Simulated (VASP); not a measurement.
# Cs2SnW3 (P6/mmm) in VASP: a series of runs

The runs below take Cs2SnW3 through single point, with PBE.

Everything below comes from runs of VASP 6.6.1. Logs are shortened: lines on timing, memory, paths and dates and some standing lists are left out, and cuts for length are marked.

## (1) The cell of the first run

The structure is hexagonal, space group P6/mmm (No. 191). Conventional cell: a = 5.401 Å, b = 5.401 Å, c = 12.497 Å, α = 90.00°, β = 90.00°, γ = 120.00°. Cs (site symmetry 6mm) has 1 Sn at 3.49 Å and 6 W at 4.41 Å within 4.6 Å. Sn (site symmetry 6/mmm) has 6 W at 2.70 Å and 2 Cs at 3.49 Å within 3.6 Å. W (site symmetry mmm) has 4 W at 2.70 Å and 2 Sn at 2.70 Å within 3.6 Å.

The cell was generated, and may not be a known phase.

## (2) Single point, PBE

Contents of INCAR:

```
PREC     = Accurate       # precision mode
ENCUT    = 520            # plane-wave cutoff, eV
EDIFF    = 1E-6           # SCF threshold, eV
ISMEAR   = 0              # smearing method
SIGMA    = 0.2            # smearing width, eV
LREAL    = False          # projectors in reciprocal space
LASPH    = True           # aspherical terms in the spheres
NELM     = 60             # most SCF steps
ALGO     = Fast           # electronic algorithm
ISIF     = 2              # what is computed and relaxed
LWAVE    = False          # write WAVECAR
LCHARG   = False          # write CHGCAR
GGA      = PE             # functional
NBANDS   = 46             # bands
```

Contents of KPOINTS:

```
regular mesh
0
Gamma
  4 4 2
```

Contents of POSCAR:

```
Cs2SnW3
1.0
    5.4009193436      0.0000000000      0.0000000000
   -2.7004596718      4.6773333553      0.0000000000
    0.0000000000      0.0000000000     12.4967647036
Cs Sn W
2 1 3
Direct
    0.0000000000      0.0000000000      0.7791589654
    0.0000000000      0.0000000000      0.2208410346
    0.0000000000      0.0000000000      0.5000000000
    0.5000000000      0.0000000000      0.5000000000
    0.0000000000      0.5000000000      0.5000000000
    0.5000000000      0.5000000000      0.5000000000
```

Potentials or basis: VASP PAW PBE potentials, release 64 (Cs_sv, Sn_d, W_sv).

Run with:

```bash
cat potpaw_PBE.64/Cs_sv/POTCAR potpaw_PBE.64/Sn_d/POTCAR potpaw_PBE.64/W_sv/POTCAR > POTCAR
mpirun -np 1 vasp_std > vasp.out
```

OUTCAR:

```text
PREC = Accurate
   ENCUT = 520
   EDIFF = 1E-6
   ISMEAR = 0
   LREAL = False
   LASPH = True
   NELM = 60
   ISIF = 2
   GGA = PE

 ion  position               nearest neighbor table
   1  0.000  0.000  0.779-
   2  0.000  0.000  0.221-
   3  0.000  0.000  0.500-   5 2.70   6 2.70   5 2.70   6 2.70   4 2.70   4 2.70
   4  0.500  0.000  0.500-   5 2.70   6 2.70   6 2.70   5 2.70   3 2.70   3 2.70
   5  0.000  0.500  0.500-   3 2.70   4 2.70   3 2.70   4 2.70   6 2.70   6 2.70
   6  0.500  0.500  0.500-   3 2.70   4 2.70   4 2.70   3 2.70   5 2.70   5 2.70

  LATTYP: Found a hexagonal cell.
 ALAT       =     5.4009193436
 C/A-ratio  =     2.3138217604

  Lattice vectors:

 A1 = (   5.4009193436,   0.0000000000,   0.0000000000)
 A2 = (  -2.7004596718,   4.6773333553,   0.0000000000)
 A3 = (   0.0000000000,   0.0000000000,  12.4967647036)

Analysis of symmetry for initial positions (statically):
=====================================================================
 Subroutine PRICEL returns:
 Original cell was already a primitive cell.

 Routine SETGRP: Setting up the symmetry group for a
 hexagonal supercell.

 Subroutine GETGRP returns: Found 24 space group operations
 (whereof 24 operations were pure point group operations)
 out of a pool of 24 trial point group operations.

The static configuration has the point symmetry D_6h.

Analysis of symmetry for dynamics (positions and initial velocities):
=====================================================================
 Subroutine PRICEL returns:
 Original cell was already a primitive cell.

 Routine SETGRP: Setting up the symmetry group for a
 hexagonal supercell.

 Subroutine GETGRP returns: Found 24 space group operations
 (whereof 24 operations were pure point group operations)
 out of a pool of 24 trial point group operations.

The dynamic configuration has the point symmetry D_6h.

 Subroutine INISYM returns: Found 24 space group operations
 (whereof 24 operations are pure point group operations),
 and found     1 'primitive' translations

----------------------------------------------------------------------------------------

                                     Primitive cell

  volume of cell :     315.6920

  direct lattice vectors                    reciprocal lattice vectors
     5.400919344  0.000000000  0.000000000     0.185153663  0.106898517  0.000000000
    -2.700459672  4.677333355  0.000000000     0.000000000  0.213797034  0.000000000
     0.000000000  0.000000000 12.496764704     0.000000000  0.000000000  0.080020711

  length of vectors
     5.400919344  5.400919344 12.496764704     0.213797034  0.213797034  0.080020711

  position of ions in fractional coordinates (direct lattice)
     0.000000000  0.000000000  0.779158965
     0.000000000  0.000000000  0.220841035
     0.000000000  0.000000000  0.500000000
     0.500000000  0.000000000  0.500000000
     1.000000000  0.500000000  0.500000000
     0.500000000  0.500000000  0.500000000

  ion indices of the primitive-cell ions
   primitive index   ion index
                 1           1
                 2           2
                 3           3
                 4           4
                 5           5
                 6           6

----------------------------------------------------------------------------------------

 KPOINTS: regular mesh

Automatic generation of k-mesh.
 Grid dimensions read from file:
 generate k-points for:    4    4    2

 Generating k-lattice:

  Cartesian coordinates                     Fractional coordinates (reciprocal lattice)
     0.046288416  0.026724629  0.000000000     0.250000000 -0.000000000  0.000000000
     0.000000000  0.053449259  0.000000000     0.000000000  0.250000000  0.000000000
     0.000000000  0.000000000  0.040010356     0.000000000  0.000000000  0.500000000

  Length of vectors
     0.053449259  0.053449259  0.040010356

  Shift w.r.t. Gamma in fractional coordinates (k-lattice)
     0.000000000  0.000000000  0.000000000

 Subroutine IBZKPT returns following result:
 ===========================================

 Found      8 irreducible k-points:

 Following reciprocal coordinates:
            Coordinates               Weight
  0.000000  0.000000  0.000000      1.000000
  0.250000  0.000000  0.000000      6.000000
  0.500000  0.000000  0.000000      3.000000
  0.250000  0.250000  0.000000      6.000000
  0.000000  0.000000  0.500000      1.000000
  0.250000  0.000000  0.500000      6.000000
  0.500000  0.000000  0.500000      3.000000
  0.250000  0.250000  0.500000      6.000000
   k-points           NKPTS =      8   k-points in BZ     NKDIM =      8   number of bands    NBANDS=     46
   number of dos      NEDOS =    301   number of ions     NIONS =      6
   total plane-waves  NPLWV = 153600
   dimension x,y,z NGX =    40 NGY =   40 NGZ =   96
   dimension x,y,z NGXF=    80 NGYF=   80 NGZF=  192
   ions per type =               2   1   3
   NGX,Y,Z   is equivalent  to a cutoff of  12.31, 12.31, 12.77 a.u.
   NGXF,Y,Z  is equivalent  to a cutoff of  24.62, 24.62, 25.54 a.u.
 SYSTEM =  unknown system
   PREC   = accura    normal or accurate (medium, high low for compatibility)
   ISTART =      0    job   : 0-new  1-cont  2-samecut
   ICHARG =      2    charge: 1-file 2-atom 10-const
   ISPIN  =      1    spin polarized calculation?
   LNONCOLLINEAR =      F non collinear calculations
   LSORBIT =      F    spin-orbit coupling
   LASPH  =      T    aspherical Exc in radial PAW
   ENCUT  =  520.0 eV  38.22 Ry    6.18 a.u.  10.04 10.04 23.24*2*pi/ulx,y,z
   NELM   =     60;   NELMIN=  2; NELMDL= -5     # of ELM steps
   EDIFF  = 0.1E-05   stopping-criterion for ELM
   LREAL  =      F    real-space projection
   EDIFFG = 0.1E-04   stopping-criterion for IOM
   NSW    =      0    number of steps for IOM
   IBRION =     -1    ionic relax: 0-MD 1-quasi-New 2-CG
   NFREE  =      0    steps in history (QN), initial steepest desc. (CG)
   ISIF   =      2    stress and relaxation
   ISYM   =      2    0-nonsym 1-usesym 2-fastsym
   POTIM  = 0.5000    time-step for ionic-motion
   TEBEG  =    0.0;   TEEND  =   0.0 temperature during run
   PSTRESS=    0.0 pullay stress
   NELECT =      74.0000    total number of electrons
   NUPDOWN=      -1.0000    fix difference up-down
   EMIN   =  10.00;   EMAX   =-10.00  energy-range for DOS
   EFERMI =   0.00;   METHOD = LEGACY
   ISMEAR =     0;   SIGMA  =   0.20  broadening in eV -4-tet -1-fermi 0-gaus
   EFERMI_NEDOS =   21; number of points for ismear=-14 and -15
   IALGO  =     68    algorithm
   IMIX   =      4    mixing-type and parameters
     AMIX     =   0.40;   BMIX     =  1.00
     AMIX_MAG =   1.60;   BMIX_MAG =  1.00
  volume/ion in A,a.u.               =      52.62       355.07
  Fermi-wavevector in a.u.,A,eV,Ry     =   1.009402  1.907493 13.862875  1.018893
  Thomas-Fermi vector in A             =   2.142328
   LORBIT       =      0    0 simple, 1 ext, 2 COOP (PROOUT), +10 PAW based schemes
   GGA     = PE    functional components
   LHFCALC =     F    Hartree Fock is set to
   AEXX    =    0.0000 exact exchange contribution
   IVDW    =     0    specifies the selected vdW correction
   LEPSILON=     F    determine dielectric tensor
   LRPA    =     F    only Hartree local field effects (RPA)
 non-spin polarized calculation
 RMM-DIIS sequential band-by-band and
 Gauss-broadening in eV      SIGMA  =   0.20
  energy-cutoff  :      520.00
  volume of cell :      315.69
 maximum number of plane-waves:      8540
   NGX = 21   NGY = 21   NGZ = 47

 number of electron      74.0000009 magnetization

 Free energy of the ion-electron system (eV)
  ---------------------------------------------------
  ext. energy  EPLUGINS =         0.00000000
  ---------------------------------------------------
  free energy    TOTEN  =       -37.92473370 eV

  energy without entropy =      -37.75883115  energy(sigma->0) =      -37.84178243

 E-fermi :   2.1571     XC(G=0):  -6.9640

 val. band max:        2.1540246134   @ k =   0.2500   0.2500   0.5000
 cond. band min:       2.2187240036   @ k =   0.2500   0.0000   0.5000
 fundamental gap:      0.0646993902
 Fermi energy:         2.1570675684

 k-point     1 :       0.0000    0.0000    0.0000
  band No.  band energies     occupation
      1     -71.5932      2.00000
      2     -71.4892      2.00000
      3     -71.4892      2.00000
      4     -36.3389      2.00000
      5     -36.0786      2.00000
      6     -36.0786      2.00000
[... 38 lines left out ...]
     45       5.1252      0.00000
     46       5.4472      0.00000

 k-point     2 :       0.2500    0.0000    0.0000
  band No.  band energies     occupation
      1     -71.5800      2.00000
      2     -71.5025      2.00000
      3     -71.4892      2.00000
      4     -36.2217      2.00000
      5     -36.0392      2.00000
      6     -35.9845      2.00000
[... 38 lines left out ...]
     45       4.9539      0.00000
     46       5.1817      0.00000

 k-point     3 :       0.5000    0.0000    0.0000
  band No.  band energies     occupation
      1     -71.5586      2.00000
      2     -71.5240      2.00000
      3     -71.4891      2.00000
      4     -36.1550      2.00000
      5     -35.8984      2.00000
      6     -35.8451      2.00000
[... 38 lines left out ...]
     45       4.5576      0.00000
     46       4.9338      0.00000

 k-point     4 :       0.2500    0.2500    0.0000
  band No.  band energies     occupation
      1     -71.5586      2.00000
      2     -71.5240      2.00000
      3     -71.4892      2.00000
      4     -36.0512      2.00000
      5     -36.0146      2.00000
      6     -35.8983      2.00000
[... 38 lines left out ...]
     45       4.9123      0.00000
     46       5.0682      0.00000

 k-point     5 :       0.0000    0.0000    0.5000
  band No.  band energies     occupation
      1     -71.5932      2.00000
      2     -71.4892      2.00000
      3     -71.4892      2.00000
      4     -36.3389      2.00000
      5     -36.0786      2.00000
      6     -36.0786      2.00000
[... 38 lines left out ...]
     45       5.1276      0.00000
     46       5.6056      0.00000

 k-point     6 :       0.2500    0.0000    0.5000
  band No.  band energies     occupation
      1     -71.5800      2.00000
      2     -71.5025      2.00000
      3     -71.4892      2.00000
      4     -36.2217      2.00000
      5     -36.0392      2.00000
      6     -35.9845      2.00000
[... 38 lines left out ...]
     45       4.6583      0.00000
     46       4.9643      0.00000

 k-point     7 :       0.5000    0.0000    0.5000
  band No.  band energies     occupation
      1     -71.5586      2.00000
      2     -71.5240      2.00000
      3     -71.4892      2.00000
      4     -36.1550      2.00000
      5     -35.8983      2.00000
      6     -35.8451      2.00000
[... 38 lines left out ...]
     45       4.5600      0.00000
     46       4.9003      0.00000

 k-point     8 :       0.2500    0.2500    0.5000
  band No.  band energies     occupation
      1     -71.5586      2.00000
      2     -71.5240      2.00000
      3     -71.4892      2.00000
      4     -36.0512      2.00000
      5     -36.0146      2.00000
      6     -35.8983      2.00000
[... 38 lines left out ...]
     45       4.6743      0.00000
     46       5.1022      0.00000

------------------------ aborting loop because EDIFF is reached ----------------------------------------

  FORCE on cell =-STRESS in cart. coord.  units (eV):
  Direction    XX          YY          ZZ          XY          YZ          ZX
  --------------------------------------------------------------------------------------
  -------------------------------------------------------------------------------------
  Total       -0.0553290     -0.0553290      0.2490626      0.0000000      0.0000000      0.0000000
  in kB       -0.2808015     -0.2808015      1.2640245      0.0000000      0.0000000      0.0000000
  external PRESSURE =       0.2341405 kB  Pullay stress =       0.0000000 kB

 VOLUME and BASIS-vectors are now :
 -----------------------------------------------------------------------------
  energy-cutoff  :      520.00
  volume of cell :      315.69
      direct lattice vectors                 reciprocal lattice vectors
     5.400919344  0.000000000  0.000000000     0.185153663  0.106898517  0.000000000
    -2.700459672  4.677333355  0.000000000     0.000000000  0.213797034  0.000000000
     0.000000000  0.000000000 12.496764704     0.000000000  0.000000000  0.080020711

 POSITION                                       TOTAL-FORCE (eV/Angst)
 -----------------------------------------------------------------------------------
      0.00000      0.00000      9.73697        -0.000000     -0.000000      0.029327
      0.00000      0.00000      2.75980        -0.000000      0.000000     -0.029327
      0.00000      0.00000      6.24838         0.000000     -0.000000      0.000000
      2.70046      0.00000      6.24838         0.000000     -0.000000      0.000000
     -1.35023      2.33867      6.24838         0.000000     -0.000000      0.000000
      1.35023      2.33867      6.24838         0.000000     -0.000000      0.000000
 -----------------------------------------------------------------------------------
    total drift:                               -0.000000      0.000000     -0.000000

  FREE ENERGIE OF THE ION-ELECTRON SYSTEM (eV)
  ---------------------------------------------------
  free  energy   TOTEN  =       -37.9247337023 eV

  energy  without entropy=      -37.7588311505  energy(sigma->0) =      -37.84178243
```

Run time: 4.7 min. Hardware: 1 thread of Intel Xeon 6975P-C (Granite Rapids), shared host; peak memory 0.43 GiB.

Results:

```yaml
Free_energy: -37.9247 eV
Pressure: 0.0 GPa
Largest_force: 0.029 eV/Å
Band_gap_on_the_k_mesh: zero (bands 37 and 38 overlap by 0.13 eV)
```

Forces in eV/Å, atoms in the order of the input:
```
Cs   0.000  0.000  0.029
Cs   0.000  0.000 -0.029
Sn   0.000  0.000  0.000
W    0.000  0.000  0.000
W    0.000  0.000  0.000
W    0.000  0.000  0.000
```

Caveat: spin-orbit coupling is left out, which moves the levels of the heavy elements.

## (3) Single point, PBE

This run uses another cell than the first one.

Contents of INCAR:

```
PREC = Accurate ; ENCUT = 520
EDIFF = 1E-6 ; ISMEAR = 0
SIGMA = 0.2 ; LREAL = F
LASPH = T ; NELM = 60
ALGO = Fast ; ISIF = 2
LWAVE = F ; LCHARG = T
GGA = PE ; LELF = T
LVHAR = T ; NBANDS = 46
```

Contents of KPOINTS:

```
Automatic mesh
0
Gamma
  6 6 2
```

Contents of POSCAR:

```
Cs2SnW3
1.0
    5.3949497142      0.0000000000      0.0000000000
   -2.6974748571      4.6721635047      0.0000000000
    0.0000000000      0.0000000000     12.7669501189
Cs Sn W
2 1 3
Direct
    0.0000000000      0.0000000000      0.7731835081
    0.0000000000      0.0000000000      0.2268164919
    1.0000000000      0.0000000000      0.5000000000
    0.5000000000      0.0000000000      0.5000000000
    1.0000000000      0.5000000000      0.5000000000
    0.5000000000      0.5000000000      0.5000000000
```

Potentials or basis: VASP PAW PBE potentials, release 64 (Cs_sv, Sn_d, W_sv).

Run with:

```bash
cat potpaw_PBE.64/Cs_sv/POTCAR potpaw_PBE.64/Sn_d/POTCAR potpaw_PBE.64/W_sv/POTCAR > POTCAR
mpirun -np 1 vasp_std > vasp.out
```

Wall time 7.9 min (1 thread of Intel Xeon 6975P-C (Granite Rapids), shared host); peak memory 0.5 GiB.

It converged, with:

| Property | Result |
| --- | --- |
| Free energy | -38.0103 eV |
| Pressure | 0.0 GPa |
| Largest force | 0.013 eV/Å |
| Band gap on the k mesh | zero (bands 37 and 38 overlap by 0.19 eV) |

Forces in eV/Å, atoms in the order of the input:
```
Cs   0.000  0.000  0.013
Cs   0.000  0.000 -0.013
Sn   0.000  0.000  0.000
W    0.000  0.000  0.000
W    0.000  0.000  0.000
W    0.000  0.000  0.000
```

Levels at points of the mesh, in eV from the Fermi level:
```csv
k point,band 33,band 34,band 35,band 36,band 37,band 38,band 39,band 40,band 41,band 42
"(0.00, 0.00, 0.00)",-1.41,-1.41,-0.71,-0.71,-0.39,0.68,0.80,0.80,1.86,2.16
"(0.50, 0.00, 0.00)",-1.26,-0.80,-0.67,-0.40,-0.36,-0.06,0.59,0.76,1.12,1.73
"(0.00, 0.00, 0.50)",-1.41,-1.41,-0.71,-0.71,-0.24,0.80,0.80,0.93,1.27,2.16
"(0.50, 0.00, 0.50)",-1.26,-0.80,-0.67,-0.40,-0.36,-0.03,0.59,0.76,0.91,0.97
```

Caveat: spin-orbit coupling is left out, which moves the levels of the heavy elements.

The gap in the log of VASP goes by the Fermi energy; the results here count the filled bands.